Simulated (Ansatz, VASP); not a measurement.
One calculation of Ag, two programs

```xyz
1
Lattice="0.0000 1.9000 2.4699 1.9000 0.0000 2.4699 1.9000 1.9000 0.0000" Properties=species:S:1:pos:R:3 pbc="T T T"
Ag    0.0000    0.0000    0.0000
```

Alike in both runs: task single point; functional PBE; k mesh 28 × 28 × 28; occupations gaussian, width 0.15 eV; no spin polarisation.

```csv
,VASP,Ansatz
version,VASP 6.6.1,Ansatz 0.2.0
potentials or method,"VASP PAW PBE potentials, release 64 (Ag), cutoff 520 eV","scalar-relativistic, plane waves, PAW"
valence electrons in the cell,11,19
```

```csv
,VASP,Ansatz,Ansatz less VASP
gap on the k mesh at the Fermi level (eV),none,none,-
pressure (GPa),4.0,4.1,+0.11
"traceless stress, the component that is largest in VASP (GPa)",-11.36,-11.46,-0.104
```

A gap of «none» marks a metal or a gap that the smearing closes. VASP's potentials hold 11 valence electrons a cell and Ansatz's 19, so a difference there can come from the potentials and not from the codes.
